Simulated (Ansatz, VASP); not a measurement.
# TiO2: VASP beside Ansatz

```xyz
3
Lattice="2.8821 0.0000 0.0000 -1.4410 2.4959 0.0000 0.0000 0.0000 6.0207" Properties=species:S:1:pos:R:3 pbc="T T T"
Ti    0.0000    0.0000    0.0000
O     0.0000    1.6640    1.1265
O     0.0000    1.6640    4.8941
```

Alike in both runs: functional PBE; k mesh 12 × 12 × 6; occupations gaussian, width 0.02 eV; no spin polarisation.

Ansatz relaxed the structure, and its values are those at the end. VASP's run is a single point on that final structure, the one shown.

|  | VASP | Ansatz |
| --- | --- | --- |
| version | VASP 6.6.1 | Ansatz 0.2.0 |
| potentials or method | VASP PAW PBE potentials, release 64 (Ti_sv, O), cutoff 520 eV | scalar-relativistic, plane waves, PAW |
| valence electrons in the cell | 24 | 24 |

|  | VASP | Ansatz | Ansatz less VASP |
| --- | --- | --- | --- |
| gap on the k mesh at the Fermi level (eV) | 1.07 | 1.10 | +0.022 |
| least direct gap on the mesh (eV) | 1.29 | 1.32 | +0.024 |
| pressure (GPa) | 0.6 | 0.0 | -0.55 |
| rms of the force components (eV/Å) | 0.032 | 0.000 | -0.0320 |

The functional is the same, so the differences come from potentials, cutoffs and numerics.
